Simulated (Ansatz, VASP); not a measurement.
One calculation of BaS, two programs

```
CELL_PARAMETERS angstrom
0.00000 3.19375 3.19375
3.19375 0.00000 3.19375
3.19375 3.19375 0.00000
ATOMIC_POSITIONS crystal
Ba 0.02214 0.00000 0.00000
S 0.50000 0.50000 0.50000
```

Change from the starting cell: all Ba atoms moved -0.100 Å, as atom 1 towards its neighbour atom 1 (Ba) at 4.517 Å.

Alike in both runs: task single point; functional r2SCAN; k mesh 6 × 6 × 6; occupations gaussian, width 0.05 eV; no spin polarisation.

```csv
,VASP,Ansatz
version,VASP 6.6.1,Ansatz 0.2.0
potentials or method,"VASP PAW PBE potentials, release 64 (Ba_sv, S), cutoff 520 eV","scalar-relativistic, plane waves, PAW"
valence electrons in the cell,16,16
```

```tsv
	VASP	Ansatz	Ansatz less VASP
gap on the k mesh at the Fermi level (eV)	2.50	2.59	+0.089
least direct gap on the mesh (eV)	2.62	2.68	+0.058
pressure (GPa)	1.5	0.9	-0.60
traceless stress, the component that is largest in VASP (GPa)	-0.16	-0.15	+0.014
rms of the force components (eV/Å)	0.140	0.129	-0.0103
```

VASP's potentials were made for PBE, not for r2SCAN. Atom by atom the forces differ by 0.010 eV/Å (rms over components). With one functional, cell and mesh, what is left measures potentials, basis and numerics.

Neither program's run includes spin-orbit coupling.
